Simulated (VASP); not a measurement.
Write the native input for VASP 6.6.1 that does the following.

| Quantity | Value |
| --- | --- |
| Task | relaxation of cell and atoms |
| Functional | PBE |
| Potentials or basis | VASP PAW PBE potentials, release 64 (Li_sv, In_d, C) |
| Cutoff | 600 eV |
| k mesh | 4 × 4 × 4 |
| Occupations | gaussian, width 0.1 eV |
| Spin | no spin polarisation |
| Dipole correction | no |
| Further INCAR settings | ALGO = Normal; EDIFF = 1e-06; IBRION = 2; EDIFFG = -0.04; NSW = 90; ISIF = 3 |

The structure of LiInC3 lies in POSCAR:

```
LiInC3
1.0
    2.8377438700     -2.8743601100      0.0000000000
    2.8377438700      2.8743601100      0.0000000000
    0.0000000000      0.0000000000      4.0323428200
Li In C
1 1 3
Direct
    0.0000000000      0.0000000000      0.5000000000
    0.5000000000      0.5000000000      0.0000000000
    0.5000000000      0.5000000000      0.5000000000
    0.5000000000      0.0000000000      0.0000000000
    0.0000000000      0.5000000000      0.0000000000
```

The input as run:

INCAR

```
SYSTEM = LiInC3
PREC = Accurate
ENCUT = 600
EDIFF = 1E-6
ISMEAR = 0
SIGMA = 0.1
LREAL = .FALSE.
LASPH = .TRUE.
NELM = 100
ALGO = Normal
ISIF = 3
LWAVE = .FALSE.
LCHARG = .FALSE.
GGA = PE
IBRION = 2
NSW = 90
EDIFFG = -0.04
```

KPOINTS

```
regular mesh
0
G
  4 4 4
  0 0 0
```

Potentials or basis: VASP PAW PBE potentials, release 64 (Li_sv, In_d, C).

Run with:

```bash
$ cat potpaw_PBE.64/Li_sv/POTCAR potpaw_PBE.64/In_d/POTCAR potpaw_PBE.64/C/POTCAR > POTCAR
$ mpirun -np 1 vasp_std > vasp.out
```

It gave:

| Property | Result |
| --- | --- |
| Relaxed volume | 14.28 Å³/atom |
| Relaxed cell | a = 4.577 Å, b = 4.577 Å, c = 4.423 Å, α = 90.00°, β = 90.00°, γ = 129.60° |
| Space group after relaxing (to 0.05 Å) | Cmmm (No. 65) |
| Energy gained by relaxing | 729.8 meV/atom |
| Ionic steps | 19 |
| Pressure after relaxing | 0.1 GPa |
| Band gap on the k mesh | zero (band 14 reaches 4.78 eV, above the bottom of band 15 at 2.96 eV) |

Caveat: the k points lie up to 0.45 Å⁻¹ apart in the final cell; the cutoff is under 1.25 times the usual one of these potentials, so pressure, stress and relaxed cells hold a basis-set (Pulay) error; spin-orbit coupling is left out, which moves the levels of the heavy elements.

Wall time 2.4 min on 1 thread of Intel(R) Xeon(R) 6975P-C (Granite Rapids), on a shared host, peak memory 0.2 GiB.
